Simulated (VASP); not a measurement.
Write the native input for VASP 6.6.1 that does the following.

| Quantity | Value |
| --- | --- |
| Task | single point |
| Functional | PBEsol |
| Potentials or basis | VASP PAW PBE potentials, release 64 (I, Cu) |
| Cutoff | 520 eV |
| k mesh | 8 × 8 × 8 |
| Occupations | fermi-dirac, width 0.05 eV |
| Spin | non-collinear spin, zero start, spin-orbit coupling |
| Starting moments | [[0.0, 0.0, 0.0], [0.0, 0.0, 0.0]] μB |
| Dipole correction | no |
| Further INCAR settings | ALGO = Normal; EDIFF = 1e-06; NBANDS = 30 |

The structure of CuI lies in POSCAR:

```
CuI
1.0
    0.0000000000      3.0713927327      3.0713927327
    3.0713927327      0.0000000000      3.0713927327
    3.0713927327      3.0713927327      0.0000000000
I Cu
1 1
Direct
    0.0000000000      0.0000000000      0.0000000000
    0.7500000000      0.7500000000      0.7500000000
```

These files were run (other wordings do the same):

INCAR

```
SYSTEM = CuI
PREC = Accurate
ENCUT = 520
EDIFF = 1E-6
ISMEAR = -1
SIGMA = 0.05
LREAL = .False.
LASPH = .True.
NELM = 150
ALGO = Normal
ISIF = 2
LWAVE = .False.
LCHARG = .True.
LNONCOLLINEAR = .True.
MAGMOM = 0 0 0 0 0 0
LORBIT = 11
LSORBIT = .True.
GGA_COMPAT = .False.
LORBMOM = .True.
LMAXMIX = 4
GGA = PS
LVHAR = .True.
NBANDS = 30
```

KPOINTS

```
regular mesh
0
Gamma
  8 8 8
  0 0 0
```

Potentials or basis: VASP PAW PBE potentials, release 64 (I, Cu).

Command:

```console
$ cat potpaw_PBE.64/I/POTCAR potpaw_PBE.64/Cu/POTCAR > POTCAR
$ mpirun -np 1 vasp_ncl > vasp.out
```

It gave:

```yaml
Pressure: -3.7 GPa
Net_moment: 0.00 μB per cell
Valence_electrons_inside_the_program's_atomic_spheres: I 4.27; Cu 9.89
```

Caveat: the cell stands under tension; the PAW data sets were made with another functional, which shifts forces and pressure a little.

Wall time 75 s on 1 thread of AMD EPYC 9R45 96-Core Processor (Zen 5) (shared host), peak memory 0.34 GiB.
